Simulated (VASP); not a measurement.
Here is a VASP 6.6.1 calculation.

The input INCAR:

```
SYSTEM = Sn
ALGO = Normal
EDIFF = 1E-7
ENCUT = 520
GGA = CA
ISIF = 2
ISMEAR = -1
LASPH = .TRUE.
LCHARG = .FALSE.
LREAL = .FALSE.
LWAVE = .FALSE.
NBANDS = 13
NELM = 100
PREC = Accurate
SIGMA = 0.08
```

Contents of KPOINTS:

```
k-points
0
G
  14 14 14
  0 0 0
```

File POSCAR:

```
Sn
1.0
   -1.5184833164      1.5184833164      1.5184833164
    1.5184833164     -1.5184833164      1.5184833164
    1.5184833164      1.5184833164     -1.5184833164
Sn
1
Direct
    0.0000000000      0.0000000000      0.0000000000
```

Potentials or basis: VASP PAW LDA potentials, release 64 (Sn_d).

The run is started by

```sh
$ cat potpaw_LDA.64/Sn_d/POTCAR > POTCAR
$ mpirun -np 1 vasp_std > vasp.out
```

Problem. Estimate the pressure.

Solution. 153.0 GPa.

Problem. Predict the band gap on the k mesh.

Solution. Zero (band 7 reaches 31.59 eV, above the bottom of band 8 at 14.22 eV).

Caveat: spin-orbit coupling is left out, which moves the levels of the heavy elements.
